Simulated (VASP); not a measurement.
# Re (Pm-3m) in VASP: further runs

Re is run at these levels: PBE; tasks: single point.

Program: VASP 6.6.1. These are calculated values, not measurements. Logs are shortened: lines on timing, memory, paths and dates and some standing lists are left out, and cuts for length are marked.

### 1 The cell of the first run

Symmetry: Pm-3m, No. 221, cubic system. The conventional cell has a = 2.373 Å, b = 2.373 Å, c = 2.373 Å, α = 90.00°, β = 90.00°, γ = 90.00°. Within 3.1 Å of Re (site symmetry m-3m) lie 6 Re at 2.37 Å.

### 2 Single point, PBE (volume scaled by 0.78)

File INCAR:

```
ALGO = Normal
EDIFF = 1E-7
ENCUT = 520
GGA = PE
ISIF = 2
ISMEAR = -1
LASPH = True
LCHARG = False
LREAL = False
LWAVE = False
NBANDS = 10
NELM = 80
PREC = Accurate
SIGMA = 0.08
```

File KPOINTS:

```
k-points
0
Gamma
  15 15 15
```

File POSCAR:

```
Re
1.0
    2.3733072524      0.0000000000      0.0000000000
    0.0000000000      2.3733072524      0.0000000000
    0.0000000000      0.0000000000      2.3733072524
Re
1
Direct
    0.0000000000      0.0000000000      0.0000000000
```

Potentials or basis: VASP PAW PBE potentials, release 64 (Re).

On the command line:

```sh
> cat potpaw_PBE.64/Re/POTCAR > POTCAR
> mpirun -np 1 vasp_std > vasp.out
```

OUTCAR:

```text
EDIFF = 1E-7
   ENCUT = 520
   GGA = PE
   ISIF = 2
   ISMEAR = -1
   LASPH = True
   LREAL = False
   NELM = 80
   PREC = Accurate

 ion  position               nearest neighbor table
   1  0.000  0.000  0.000-

  LATTYP: Found a simple cubic cell.
 ALAT       =     2.3733072524

  Lattice vectors:

 A1 = (   2.3733072524,   0.0000000000,   0.0000000000)
 A2 = (   0.0000000000,   2.3733072524,   0.0000000000)
 A3 = (   0.0000000000,   0.0000000000,   2.3733072524)

Analysis of symmetry for initial positions (statically):
=====================================================================
 Subroutine PRICEL returns:
 Original cell was already a primitive cell.

 Routine SETGRP: Setting up the symmetry group for a
 simple cubic supercell.

 Subroutine GETGRP returns: Found 48 space group operations
 (whereof 48 operations were pure point group operations)
 out of a pool of 48 trial point group operations.

The static configuration has the point symmetry O_h .

Analysis of symmetry for dynamics (positions and initial velocities):
=====================================================================
 Subroutine PRICEL returns:
 Original cell was already a primitive cell.

 Routine SETGRP: Setting up the symmetry group for a
 simple cubic supercell.

 Subroutine GETGRP returns: Found 48 space group operations
 (whereof 48 operations were pure point group operations)
 out of a pool of 48 trial point group operations.

The dynamic configuration has the point symmetry O_h .

 Subroutine INISYM returns: Found 48 space group operations
 (whereof 48 operations are pure point group operations),
 and found     1 'primitive' translations

----------------------------------------------------------------------------------------

                                     Primitive cell

  volume of cell :      13.3679

  direct lattice vectors                    reciprocal lattice vectors
     2.373307252  0.000000000  0.000000000     0.421352945  0.000000000  0.000000000
     0.000000000  2.373307252  0.000000000     0.000000000  0.421352945  0.000000000
     0.000000000  0.000000000  2.373307252     0.000000000  0.000000000  0.421352945

  length of vectors
     2.373307252  2.373307252  2.373307252     0.421352945  0.421352945  0.421352945

  position of ions in fractional coordinates (direct lattice)
     0.000000000  0.000000000  0.000000000

  ion indices of the primitive-cell ions
   primitive index   ion index
                 1           1

----------------------------------------------------------------------------------------

 KPOINTS: k-points

Automatic generation of k-mesh.
 Grid dimensions read from file:
 generate k-points for:   15   15   15

 Generating k-lattice:

  Cartesian coordinates                     Fractional coordinates (reciprocal lattice)
     0.028090196  0.000000000  0.000000000     0.066666667  0.000000000  0.000000000
     0.000000000  0.028090196  0.000000000     0.000000000  0.066666667  0.000000000
     0.000000000  0.000000000  0.028090196     0.000000000  0.000000000  0.066666667

  Length of vectors
     0.028090196  0.028090196  0.028090196

  Shift w.r.t. Gamma in fractional coordinates (k-lattice)
     0.000000000  0.000000000  0.000000000

 Subroutine IBZKPT returns following result:
 ===========================================

 Found    120 irreducible k-points:

 Following reciprocal coordinates:
            Coordinates               Weight
  0.000000  0.000000  0.000000      1.000000
  0.066667  0.000000  0.000000      6.000000
  0.133333  0.000000  0.000000      6.000000
  0.200000  0.000000  0.000000      6.000000
  0.266667  0.000000  0.000000      6.000000
  0.333333  0.000000  0.000000      6.000000
[... 16 lines left out ...]
  0.266667  0.200000  0.000000     24.000000
  0.333333  0.200000  0.000000     24.000000
 [... further k-points ...]
   k-points           NKPTS =    120   k-points in BZ     NKDIM =    120   number of bands    NBANDS=     10
   number of dos      NEDOS =    301   number of ions     NIONS =      1
   total plane-waves  NPLWV =   5832
   dimension x,y,z NGX =    18 NGY =   18 NGZ =   18
   dimension x,y,z NGXF=    36 NGYF=   36 NGZF=   36
   ions per type =               1
   NGX,Y,Z   is equivalent  to a cutoff of  12.61, 12.61, 12.61 a.u.
   NGXF,Y,Z  is equivalent  to a cutoff of  25.22, 25.22, 25.22 a.u.
 SYSTEM =  unknown system
   PREC   = accura    normal or accurate (medium, high low for compatibility)
   ISTART =      0    job   : 0-new  1-cont  2-samecut
   ICHARG =      2    charge: 1-file 2-atom 10-const
   ISPIN  =      1    spin polarized calculation?
   LNONCOLLINEAR =      F non collinear calculations
   LSORBIT =      F    spin-orbit coupling
   LASPH  =      T    aspherical Exc in radial PAW
   ENCUT  =  520.0 eV  38.22 Ry    6.18 a.u.   4.41  4.41  4.41*2*pi/ulx,y,z
   NELM   =     80;   NELMIN=  2; NELMDL= -5     # of ELM steps
   EDIFF  = 0.1E-06   stopping-criterion for ELM
   LREAL  =      F    real-space projection
   EDIFFG = 0.1E-05   stopping-criterion for IOM
   NSW    =      0    number of steps for IOM
   IBRION =     -1    ionic relax: 0-MD 1-quasi-New 2-CG
   NFREE  =      0    steps in history (QN), initial steepest desc. (CG)
   ISIF   =      2    stress and relaxation
   ISYM   =      2    0-nonsym 1-usesym 2-fastsym
   POTIM  = 0.5000    time-step for ionic-motion
   TEBEG  =    0.0;   TEEND  =   0.0 temperature during run
   PSTRESS=    0.0 pullay stress
   NELECT =       7.0000    total number of electrons
   NUPDOWN=      -1.0000    fix difference up-down
   EMIN   =  10.00;   EMAX   =-10.00  energy-range for DOS
   EFERMI =   0.00;   METHOD = LEGACY
   ISMEAR =    -1;   SIGMA  =   0.08  broadening in eV -4-tet -1-fermi 0-gaus
   EFERMI_NEDOS =   21; number of points for ismear=-14 and -15
   IALGO  =     38    algorithm
   IMIX   =      4    mixing-type and parameters
     AMIX     =   0.40;   BMIX     =  1.00
     AMIX_MAG =   1.60;   BMIX_MAG =  1.00
  volume/ion in A,a.u.               =      13.37        90.21
  Fermi-wavevector in a.u.,A,eV,Ry     =   1.319533  2.493556 23.690015  1.741167
  Thomas-Fermi vector in A             =   2.449424
   LORBIT       =      0    0 simple, 1 ext, 2 COOP (PROOUT), +10 PAW based schemes
   GGA     = PE    functional components
   LHFCALC =     F    Hartree Fock is set to
   AEXX    =    0.0000 exact exchange contribution
   IVDW    =     0    specifies the selected vdW correction
   LEPSILON=     F    determine dielectric tensor
   LRPA    =     F    only Hartree local field effects (RPA)
 non-spin polarized calculation
  energy-cutoff  :      520.00
  volume of cell :       13.37
 maximum number of plane-waves:       370
 NGX is ok and might be reduce to    18
   NGX =  9   NGY =  9   NGZ =  9

 number of electron       7.0000001 magnetization

 Free energy of the ion-electron system (eV)
  ---------------------------------------------------
  ext. energy  EPLUGINS =         0.00000000
  ---------------------------------------------------
  free energy    TOTEN  =       -10.05713931 eV

  energy without entropy =      -10.03959864  energy(sigma->0) =      -10.04836897

 E-fermi :   9.8614     XC(G=0): -14.0998

 val. band max:        9.8604609096   @ k =   0.3333   0.2667   0.0667
 cond. band min:       9.8752623330   @ k =   0.4667   0.2000   0.0000
 fundamental gap:      0.0148014234
 Fermi energy:         9.8614004070

 k-point     1 :       0.0000    0.0000    0.0000
  band No.  band energies     occupation
      1      -1.1310      2.00000
      2       2.4959      2.00000
      3       2.4959      2.00000
      4      14.8419      0.00000
      5      14.8419      0.00000
      6      14.8419      0.00000
      7      27.3897      0.00000
      8      27.3897      0.00000
      9      27.3897      0.00000
     10      34.6667      0.00000

 k-point     2 :       0.0667    0.0000    0.0000
  band No.  band energies     occupation
      1      -0.9385      2.00000
      2       2.5458      2.00000
      3       2.7347      2.00000
      4      14.4911      0.00000
      5      14.4911      0.00000
      6      14.8665      0.00000
      7      26.4010      0.00000
      8      27.8225      0.00000
      9      27.8225      0.00000
     10      35.4301      0.00000

 k-point     3 :       0.1333    0.0000    0.0000
  band No.  band energies     occupation
      1      -0.4264      2.00000
      2       2.6894      2.00000
      3       3.4630      2.00000
      4      13.6053      0.00000
      5      13.6053      0.00000
      6      14.9365      0.00000
      7      24.4426      0.00000
      8      28.9384      0.00000
      9      28.9384      0.00000
     10      33.0443      0.00000

 k-point     4 :       0.2000    0.0000    0.0000
  band No.  band energies     occupation
      1       0.2640      2.00000
      2       2.9087      2.00000
      3       4.6541      2.00000
      4      12.4976      0.00000
      5      12.4976      0.00000
      6      15.0412      0.00000
      7      22.4976      0.00000
      8      30.3907      0.00000
      9      30.3907      0.00000
     10      30.6957      0.00000
[... 222 lines left out ...]
 k-point    22 :       0.2000    0.2000    0.0000
  band No.  band energies     occupation
      1       1.5870      2.00000
      2       4.2498      2.00000
      3       5.7139      2.00000
      4      10.1617      0.04581
      5      12.4965      0.00000
      6      13.1132      0.00000
      7      24.6003      0.00000
      8      25.2538      0.00000
      9      31.5862      0.00000
     10      33.6252      0.00000

 k-point    23 :       0.2667    0.2000    0.0000
  band No.  band energies     occupation
      1       2.2063      2.00000
      2       4.5731      2.00000
      3       6.7120      2.00000
      4       9.7153      1.72272
      5      11.6783      0.00000
      6      13.0549      0.00000
      7      23.0287      0.00000
      8      26.1548      0.00000
      9      30.8045      0.00000
     10      35.2022      0.00000

 k-point    24 :       0.3333    0.2000    0.0000
  band No.  band energies     occupation
      1       2.7955      2.00000
      2       4.6736      2.00000
      3       6.9167      2.00000
      4      10.6180      0.00016
      5      10.8237      0.00001
      6      13.1916      0.00000
      7      21.7595      0.00000
      8      27.2421      0.00000
      9      29.7737      0.00000
     10      36.5631      0.00000

 [... further k-points ...]
[... 5 lines left out ...]
  --------------------------------------------------------------------------------------
  -------------------------------------------------------------------------------------
  Total        9.0219264      9.0219264      9.0219264      0.0000000      0.0000000      0.0000000
  in kB     1081.3043881   1081.3043881   1081.3043881      0.0000000      0.0000000      0.0000000
  external PRESSURE =    1081.3043881 kB  Pullay stress =       0.0000000 kB

 VOLUME and BASIS-vectors are now :
 -----------------------------------------------------------------------------
  energy-cutoff  :      520.00
  volume of cell :       13.37
      direct lattice vectors                 reciprocal lattice vectors
     2.373307252  0.000000000  0.000000000     0.421352945  0.000000000  0.000000000
     0.000000000  2.373307252  0.000000000     0.000000000  0.421352945  0.000000000
     0.000000000  0.000000000  2.373307252     0.000000000  0.000000000  0.421352945

 POSITION                                       TOTAL-FORCE (eV/Angst)
 -----------------------------------------------------------------------------------
      0.00000      0.00000      0.00000         0.000000      0.000000      0.000000
 -----------------------------------------------------------------------------------
    total drift:                                0.000000      0.000000      0.000000

  FREE ENERGIE OF THE ION-ELECTRON SYSTEM (eV)
  ---------------------------------------------------
  free  energy   TOTEN  =       -10.0571393093 eV

  energy  without entropy=      -10.0395986390  energy(sigma->0) =      -10.04836897
```

It took 24 s on 1 thread of Intel Xeon 8259CL, shared host; peak memory 0.13 GiB.

Results:

- Free energy: -10.0571 eV
- Pressure: 108.1 GPa

Levels at points of the mesh, in eV from the Fermi level:
```
           k point  band 1  band 2  band 3  band 4  band 5  band 6  band 7
(0.00, 0.00, 0.00)  -10.99   -7.37   -7.37    4.98    4.98    4.98   17.53
```

Caveat: spin-orbit coupling is left out, which moves the levels of the heavy elements.

(Part 1 of 2 ends here.)
